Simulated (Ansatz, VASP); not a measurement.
# Two plane-wave programs on NaI

```
CELL_PARAMETERS angstrom
4.62221 0.00000 0.00000
0.00000 4.26970 0.00000
0.00000 0.00000 7.79838
ATOMIC_POSITIONS crystal
Na 0.25000 0.50000 0.27503
Na 0.75000 0.50000 0.72497
I 0.25000 0.00000 0.74243
I 0.75000 0.00000 0.25757
```

Alike in both runs: task single point; functional PBE; k mesh 4 × 4 × 4; occupations gaussian, width 0.1 eV; no spin polarisation.

|  | VASP | Ansatz |
| --- | --- | --- |
| version | VASP 6.6.1 | Ansatz 0.2.0 |
| potentials or method | VASP PAW PBE potentials, release 64 (Na_pv, I), cutoff 520 eV | scalar-relativistic, plane waves, PAW |
| valence electrons in the cell | 28 | 52 |

Ansatz gave:

* gap on the k mesh at the Fermi level (eV): 2.75
* least direct gap on the mesh (eV): 2.97
* pressure (GPa): 0.2
* rms of the force components (eV/Å): 0.012

Task: Estimate VASP's values.

Result: gap on the k mesh at the Fermi level (eV): 2.74; least direct gap on the mesh (eV): 2.96; pressure (GPa): 0.2; rms of the force components (eV/Å): 0.012.

Atom by atom the forces differ by 0.000 eV/Å (rms over components). VASP's potentials hold 28 valence electrons a cell and Ansatz's 52, so a difference there can come from the potentials and not from the codes.

Neither program's run includes spin-orbit coupling.
